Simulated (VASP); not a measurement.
## SnPb5Se6: single point with PBE

Crystal: SnPb5Se6.

```
Sn Pb Se
1.0
     4.37646   -0.00002   -0.00039
    -0.00021    4.39160    0.00133
    -0.00168    0.00541   18.58041
Sn Pb Se
1 5 6
Direct
  0.00049 0.97430 0.99900
  0.50057 0.49454 0.83360
  0.00033 0.99477 0.66617
  0.50019 0.49757 0.49966
  0.00149 0.99672 0.33147
  0.50153 0.49775 0.16570
  0.99922 0.00190 0.83764
  0.49919 0.50360 0.66749
  0.99900 0.00329 0.50087
  0.49883 0.50452 0.33335
  0.99965 0.00311 0.16488
  0.49951 0.52793 0.00017
```

| Item | Value |
| --- | --- |
| Program | VASP 6.6.1 |
| Task | single point |
| Functional | PBE |
| Potentials or basis | VASP PAW PBE potentials, release 64 (Sn_d, Pb_d, Se) |
| Cutoff | 520 eV |
| k mesh | 6 × 6 × 2 |
| Occupations | gaussian, width 0.2 eV |
| Spin | no spin polarisation |
| Dipole correction | no |
| Further INCAR settings | ALGO = Normal; EDIFF = 1e-06; NBANDS = 72 |

```yaml
Pressure: 0.0 GPa
Largest_force: 0.025 eV/Å
Band_gap_on_the_k_mesh: 0.11 eV
```

Forces in eV/Å, atoms in the order of the input:
```
Sn   0.001  0.002 -0.002
Pb  -0.002 -0.011  0.011
Pb  -0.001 -0.003  0.024
Pb   0.000 -0.002 -0.009
Pb  -0.005 -0.007 -0.012
Pb  -0.003 -0.013 -0.009
Se   0.002  0.010 -0.023
Se   0.001  0.003 -0.006
Se   0.001  0.003  0.002
Se   0.005  0.004  0.010
Se   0.002  0.014  0.010
Se  -0.002  0.000  0.002
```

Levels at points of the mesh, in eV from the valence-band top:
```
           k point  band 58  band 59  band 60  band 61  band 62  band 63
(0.00, 0.00, 0.00)    -1.96    -1.01    -0.96     1.69     1.83     3.15
(0.50, 0.00, 0.00)    -0.66    -0.61    -0.28     0.48     0.48     0.49
(0.00, 0.50, 0.00)    -0.63    -0.61    -0.25     0.48     0.49     0.52
(0.50, 0.50, 0.00)    -1.77    -1.77    -1.58     2.57     2.60     2.65
(0.00, 0.00, 0.50)    -1.67    -1.60    -1.53     2.04     2.15     3.16
(0.50, 0.00, 0.50)    -0.77    -0.32     0.00     0.11     0.14     0.91
(0.00, 0.50, 0.50)    -0.73    -0.34    -0.07     0.17     0.22     0.90
(0.50, 0.50, 0.50)    -2.71    -0.99    -0.90     1.58     1.67     3.60
```

Wall time 8.6 min on 4 MPI ranks on AMD EPYC 7R43 64-Core Processor (Zen 3), on a shared host, peak memory 0.94 GiB a rank.

Caveat: spin-orbit coupling is left out, which moves the levels of the heavy elements. A k mesh can miss the band edges.
